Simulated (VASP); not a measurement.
# RhWBr (P4/nmm) in VASP: single point with r2SCAN

Aim: the single point of RhWBr with r2SCAN.

Program: VASP 6.6.1. These are calculated values, not measurements. Logs are shortened: lines on timing, memory, paths and dates and some standing lists are left out, and cuts for length are marked.

### 1 The cell of the first run

Symmetry: P4/nmm, No. 129, tetragonal system. The conventional cell has a = 4.141 Å, b = 4.141 Å, c = 6.836 Å, α = 90.00°, β = 90.00°, γ = 90.00°. Within 3.2 Å of Rh (site symmetry 4mm) lie 4 W at 2.45 Å and 5 Br at 3.12 to 3.13 Å. Within 4.2 Å of Br (site symmetry 4mm) lie 6 Rh at 3.12 to 3.70 Å and 4 W at 3.17 Å and 8 Br at 3.57 to 4.14 Å. W (site symmetry -4m2) has 4 Rh at 2.45 Å and 4 W at 2.93 Å and 4 Br at 3.17 Å within 3.2 Å.

### 2 Single point, r2SCAN

The input, POSCAR:

```
RhWBr
1.0
    4.1413230000      0.0000000000      0.0000000000
    0.0000000000      4.1413230000      0.0000000000
    0.0000000000      0.0000000000      6.8357560000
Rh Br W
2 2 2
Direct
    0.2500000000      0.2500000000      0.1911000000
    0.7500000000      0.7500000000      0.8089000000
    0.2500000000      0.2500000000      0.6497000000
    0.7500000000      0.7500000000      0.3503000000
    0.7500000000      0.2500000000      0.0000000000
    0.2500000000      0.7500000000      0.0000000000
```

The input, INCAR.step1:

```
PREC = Accurate ; ENCUT = 520
ISMEAR = -1 ; SIGMA = 0.1
LREAL = False ; LASPH = True
NELM = 80 ; NBANDS = 45
GGA = PE ; ALGO = Normal
EDIFF = 1E-4 ; LWAVE = True
LCHARG = False
```

The input, INCAR.step2:

```
PREC = Accurate ; ENCUT = 520
EDIFF = 1E-6 ; ISMEAR = -1
SIGMA = 0.1 ; LREAL = False
LASPH = True ; NELM = 80
ALGO = Normal ; ISIF = 2
LWAVE = False ; LCHARG = False
METAGGA = R2SCAN ; LMIXTAU = True
NBANDS = 45 ; ISTART = 1
```

The input, KPOINTS:

```
regular mesh
0
Gamma
  8 8 5
```

Potentials or basis: VASP PAW PBE potentials, release 64 (Rh_pv, Br, W_sv).

On the command line:

```bash
$ cat potpaw_PBE.64/Rh_pv/POTCAR potpaw_PBE.64/Br/POTCAR potpaw_PBE.64/W_sv/POTCAR > POTCAR
$ cp INCAR.step1 INCAR
$ mpirun -np 1 vasp_std > vasp.out
$ cp INCAR.step2 INCAR
$ mpirun -np 1 vasp_std > vasp.out
```

OUTCAR:

```text
PREC = Accurate
   ENCUT = 520
   EDIFF = 1E-6
   ISMEAR = -1
   LREAL = False
   LASPH = True
   NELM = 80
   ISIF = 2
   METAGGA = R2SCAN
   ISTART = 1

 ion  position               nearest neighbor table
   1  0.250  0.250  0.191-   5 2.45   6 2.45   6 2.45   5 2.45
   2  0.750  0.750  0.809-   5 2.45   6 2.45   5 2.45   6 2.45
   3  0.250  0.250  0.650-
   4  0.750  0.750  0.350-
   5  0.750  0.250  0.000-   1 2.45   2 2.45   2 2.45   1 2.45   6 2.93   6 2.93   6 2.93   6 2.93

   6  0.250  0.750  0.000-   1 2.45   2 2.45   1 2.45   2 2.45   5 2.93   5 2.93   5 2.93   5 2.93

  LATTYP: Found a simple tetragonal cell.
 ALAT       =     4.1413230000
 C/A-ratio  =     1.6506213111

  Lattice vectors:

 A1 = (   4.1413230000,   0.0000000000,   0.0000000000)
 A2 = (   0.0000000000,   4.1413230000,   0.0000000000)
 A3 = (   0.0000000000,   0.0000000000,   6.8357560000)

Analysis of symmetry for initial positions (statically):
=====================================================================
 Subroutine PRICEL returns:
 Original cell was already a primitive cell.

 Routine SETGRP: Setting up the symmetry group for a
 simple tetragonal supercell.

 Subroutine GETGRP returns: Found 16 space group operations
 (whereof  4 operations were pure point group operations)
 out of a pool of 16 trial point group operations.

The static configuration has the point symmetry C_2h.
 The point group associated with its full space group is D_4h.

Analysis of symmetry for dynamics (positions and initial velocities):
=====================================================================
 Subroutine PRICEL returns:
 Original cell was already a primitive cell.

 Routine SETGRP: Setting up the symmetry group for a
 simple tetragonal supercell.

 Subroutine GETGRP returns: Found 16 space group operations
 (whereof  4 operations were pure point group operations)
 out of a pool of 16 trial point group operations.

The dynamic configuration has the point symmetry C_2h.
 The point group associated with its full space group is D_4h.

 Subroutine INISYM returns: Found 16 space group operations
 (whereof  4 operations are pure point group operations),
 and found     1 'primitive' translations

----------------------------------------------------------------------------------------

                                     Primitive cell

  volume of cell :     117.2370

  direct lattice vectors                    reciprocal lattice vectors
     4.141323000  0.000000000  0.000000000     0.241468729  0.000000000  0.000000000
     0.000000000  4.141323000  0.000000000     0.000000000  0.241468729  0.000000000
     0.000000000  0.000000000  6.835756000     0.000000000  0.000000000  0.146289598

  length of vectors
     4.141323000  4.141323000  6.835756000     0.241468729  0.241468729  0.146289598

  position of ions in fractional coordinates (direct lattice)
     0.250000000  0.250000000  0.191100000
     0.750000000  0.750000000  0.808900000
     0.250000000  0.250000000  0.649700000
     0.750000000  0.750000000  0.350300000
     0.750000000  0.250000000  0.000000000
     0.250000000  0.750000000  0.000000000

  ion indices of the primitive-cell ions
   primitive index   ion index
                 1           1
                 2           2
                 3           3
                 4           4
                 5           5
                 6           6

----------------------------------------------------------------------------------------

 KPOINTS: regular mesh

Automatic generation of k-mesh.
 Grid dimensions read from file:
 generate k-points for:    8    8    5

 Generating k-lattice:

  Cartesian coordinates                     Fractional coordinates (reciprocal lattice)
     0.030183591  0.000000000  0.000000000     0.125000000  0.000000000  0.000000000
     0.000000000  0.030183591  0.000000000     0.000000000  0.125000000  0.000000000
     0.000000000  0.000000000  0.029257920     0.000000000  0.000000000  0.200000000

  Length of vectors
     0.030183591  0.030183591  0.029257920

  Shift w.r.t. Gamma in fractional coordinates (k-lattice)
     0.000000000  0.000000000  0.000000000

 Subroutine IBZKPT returns following result:
 ===========================================

 Found     45 irreducible k-points:

 Following reciprocal coordinates:
            Coordinates               Weight
  0.000000  0.000000  0.000000      1.000000
  0.125000  0.000000  0.000000      4.000000
  0.250000  0.000000  0.000000      4.000000
  0.375000  0.000000  0.000000      4.000000
  0.500000  0.000000  0.000000      2.000000
  0.125000  0.125000  0.000000      4.000000
[... 16 lines left out ...]
  0.375000  0.125000  0.200000     16.000000
  0.500000  0.125000  0.200000      8.000000
 [... further k-points ...]
   k-points           NKPTS =     45   k-points in BZ     NKDIM =     45   number of bands    NBANDS=     45
   number of dos      NEDOS =    301   number of ions     NIONS =      6
   total plane-waves  NPLWV =  55296
   dimension x,y,z NGX =    32 NGY =   32 NGZ =   54
   dimension x,y,z NGXF=    64 NGYF=   64 NGZF=  108
   ions per type =               2   2   2
   NGX,Y,Z   is equivalent  to a cutoff of  12.85, 12.85, 13.13 a.u.
   NGXF,Y,Z  is equivalent  to a cutoff of  25.69, 25.69, 26.27 a.u.
 SYSTEM =  unknown system
   PREC   = accura    normal or accurate (medium, high low for compatibility)
   ISTART =      1    job   : 0-new  1-cont  2-samecut
   ICHARG =      0    charge: 1-file 2-atom 10-const
   ISPIN  =      1    spin polarized calculation?
   LNONCOLLINEAR =      F non collinear calculations
   LSORBIT =      F    spin-orbit coupling
   LASPH  =      T    aspherical Exc in radial PAW
   ENCUT  =  520.0 eV  38.22 Ry    6.18 a.u.   7.70  7.70 12.71*2*pi/ulx,y,z
   NELM   =     80;   NELMIN=  2; NELMDL=  0     # of ELM steps
   EDIFF  = 0.1E-05   stopping-criterion for ELM
   LREAL  =      F    real-space projection
   EDIFFG = 0.1E-04   stopping-criterion for IOM
   NSW    =      0    number of steps for IOM
   IBRION =     -1    ionic relax: 0-MD 1-quasi-New 2-CG
   NFREE  =      0    steps in history (QN), initial steepest desc. (CG)
   ISIF   =      2    stress and relaxation
   ISYM   =      2    0-nonsym 1-usesym 2-fastsym
   POTIM  = 0.5000    time-step for ionic-motion
   TEBEG  =    0.0;   TEEND  =   0.0 temperature during run
   PSTRESS=    0.0 pullay stress
   NELECT =      72.0000    total number of electrons
   NUPDOWN=      -1.0000    fix difference up-down
   EMIN   =  10.00;   EMAX   =-10.00  energy-range for DOS
   EFERMI =   0.00;   METHOD = LEGACY
   ISMEAR =    -1;   SIGMA  =   0.10  broadening in eV -4-tet -1-fermi 0-gaus
   EFERMI_NEDOS =   21; number of points for ismear=-14 and -15
   IALGO  =     38    algorithm
   IMIX   =      4    mixing-type and parameters
     AMIX     =   0.40;   BMIX     =  1.00
     AMIX_MAG =   1.60;   BMIX_MAG =  1.00
  volume/ion in A,a.u.               =      19.54       131.86
  Fermi-wavevector in a.u.,A,eV,Ry     =   1.391545  2.629640 26.346306  1.936399
  Thomas-Fermi vector in A             =   2.515374
   LORBIT       =      0    0 simple, 1 ext, 2 COOP (PROOUT), +10 PAW based schemes
   METAGGA = R2SCAN    functional components
   LHFCALC =     F    Hartree Fock is set to
   AEXX    =    0.0000 exact exchange contribution
   IVDW    =     0    specifies the selected vdW correction
   LEPSILON=     F    determine dielectric tensor
   LRPA    =     F    only Hartree local field effects (RPA)
 non-spin polarized calculation
  energy-cutoff  :      520.00
  volume of cell :      117.24
 maximum number of plane-waves:      3185
 NGX is ok and might be reduce to    32
   NGX = 15   NGY = 15   NGZ = 25

 number of electron      72.0000019 magnetization

 Free energy of the ion-electron system (eV)
  ---------------------------------------------------
  ext. energy  EPLUGINS =         0.00000000
  ---------------------------------------------------
  free energy    TOTEN  =      -173.82102995 eV

  energy without entropy =     -173.55025312  energy(sigma->0) =     -173.68564153

 E-fermi :   7.8717     XC(G=0): -12.0989

 val. band max:        7.8672762951   @ k =   0.3750   0.3750   0.0000
 cond. band min:       7.8779790873   @ k =   0.5000   0.5000   0.0000
 fundamental gap:      0.0107027922
 Fermi energy:         7.8717331504

 k-point     1 :       0.0000    0.0000    0.0000
  band No.  band energies     occupation
      1     -68.8258      2.00000
      2     -68.7679      2.00000
      3     -40.9304      2.00000
      4     -40.9304      2.00000
      5     -40.9118      2.00000
      6     -40.9118      2.00000
[... 37 lines left out ...]
     44      11.9082      0.00000
     45      12.8017      0.00000

 k-point     2 :       0.1250    0.0000    0.0000
  band No.  band energies     occupation
      1     -68.8237      2.00000
      2     -68.7702      2.00000
      3     -40.9296      2.00000
      4     -40.9279      2.00000
      5     -40.9124      2.00000
      6     -40.9115      2.00000
[... 37 lines left out ...]
     44      10.9972      0.00000
     45      12.2014      0.00000

 k-point     3 :       0.2500    0.0000    0.0000
  band No.  band energies     occupation
      1     -68.8176      2.00000
      2     -68.7766      2.00000
      3     -40.9273      2.00000
      4     -40.9211      2.00000
      5     -40.9141      2.00000
      6     -40.9102      2.00000
[... 37 lines left out ...]
     44      11.0277      0.00000
     45      11.2404      0.00000

 k-point     4 :       0.3750    0.0000    0.0000
  band No.  band energies     occupation
      1     -68.8084      2.00000
      2     -68.7862      2.00000
      3     -40.9239      2.00000
      4     -40.9168      2.00000
      5     -40.9125      2.00000
      6     -40.9081      2.00000
[... 901 lines left out ...]
     44      11.1464      0.00000
     45      11.3046      0.00000

 k-point    23 :       0.3750    0.1250    0.2000
  band No.  band energies     occupation
      1     -68.8076      2.00000
      2     -68.7871      2.00000
      3     -40.9250      2.00000
      4     -40.9177      2.00000
      5     -40.9093      2.00000
      6     -40.9070      2.00000
[... 37 lines left out ...]
     44      10.2234      0.00000
     45      11.7749      0.00000

 k-point    24 :       0.5000    0.1250    0.2000
  band No.  band energies     occupation
      1     -68.7975      2.00000
      2     -68.7975      2.00000
      3     -40.9212      2.00000
      4     -40.9212      2.00000
      5     -40.9054      2.00000
      6     -40.9054      2.00000
[... 37 lines left out ...]
     44       9.6810      0.00000
     45      12.5324      0.00000

 [... further k-points ...]

------------------------ aborting loop because EDIFF is reached ----------------------------------------

  FORCE on cell =-STRESS in cart. coord.  units (eV):
  Direction    XX          YY          ZZ          XY          YZ          ZX
  --------------------------------------------------------------------------------------
  -------------------------------------------------------------------------------------
  Total        8.2555166      8.2555166     10.3845407      0.0000000     -0.0000000      0.0000000
  in kB      112.8210342    112.8210342    141.9165729      0.0000000     -0.0000000      0.0000000
  external PRESSURE =     122.5195471 kB  Pullay stress =       0.0000000 kB

 VOLUME and BASIS-vectors are now :
 -----------------------------------------------------------------------------
  energy-cutoff  :      520.00
  volume of cell :      117.24
      direct lattice vectors                 reciprocal lattice vectors
     4.141323000  0.000000000  0.000000000     0.241468729  0.000000000  0.000000000
     0.000000000  4.141323000  0.000000000     0.000000000  0.241468729  0.000000000
     0.000000000  0.000000000  6.835756000     0.000000000  0.000000000  0.146289598

 POSITION                                       TOTAL-FORCE (eV/Angst)
 -----------------------------------------------------------------------------------
      1.03533      1.03533      1.30631        -0.000000     -0.000000      3.398812
      3.10599      3.10599      5.52944         0.000000      0.000000     -3.398812
      1.03533      1.03533      4.44119        -0.000000     -0.000000     -0.076622
      3.10599      3.10599      2.39457         0.000000      0.000000      0.076622
      3.10599      1.03533      0.00000        -0.000000      0.000000      0.000000
      1.03533      3.10599      0.00000         0.000000     -0.000000     -0.000000
 -----------------------------------------------------------------------------------
    total drift:                                0.000000     -0.000000     -0.000000

  FREE ENERGIE OF THE ION-ELECTRON SYSTEM (eV)
  ---------------------------------------------------
  free  energy   TOTEN  =      -173.8210299467 eV

  energy  without entropy=     -173.5502531215  energy(sigma->0) =     -173.68564153
```

Wall time 7.3 min (1 thread of Intel Xeon Platinum 8488C (Sapphire Rapids), shared host); peak memory 0.38 GiB.

Results:

```yaml
Free_energy: -173.8210 eV
Pressure: 12.3 GPa
Largest_force: 3.399 eV/Å
Band_gap_on_the_k_mesh: zero (bands 36 and 37 overlap by 0.28 eV)
```

Forces on the atoms (eV/Å):
```
Rh   0.000  0.000  3.399
Rh   0.000  0.000 -3.399
Br   0.000  0.000 -0.077
Br   0.000  0.000  0.077
W    0.000  0.000  0.000
W    0.000  0.000  0.000
```

Levels at points of the mesh, in eV from the Fermi level:
| k point | band 33 | band 34 | band 35 | band 36 | band 37 | band 38 | band 39 | band 40 |
| --- | --- | --- | --- | --- | --- | --- | --- | --- |
| (0.00, 0.00, 0.00) | -3.07 | -2.56 | -0.28 | 0.09 | 0.27 | 0.27 | 0.91 | 0.91 |
| (0.50, 0.00, 0.00) | -2.24 | -2.24 | -0.10 | -0.10 | 0.16 | 0.16 | 0.56 | 0.56 |
| (0.50, 0.50, 0.00) | -2.37 | -2.37 | -0.52 | -0.52 | 0.01 | 0.01 | 1.72 | 1.72 |

Caveat: the cell stands under pressure; the PAW data sets were made with another functional, which shifts forces and pressure a little; spin-orbit coupling is left out, which moves the levels of the heavy elements.
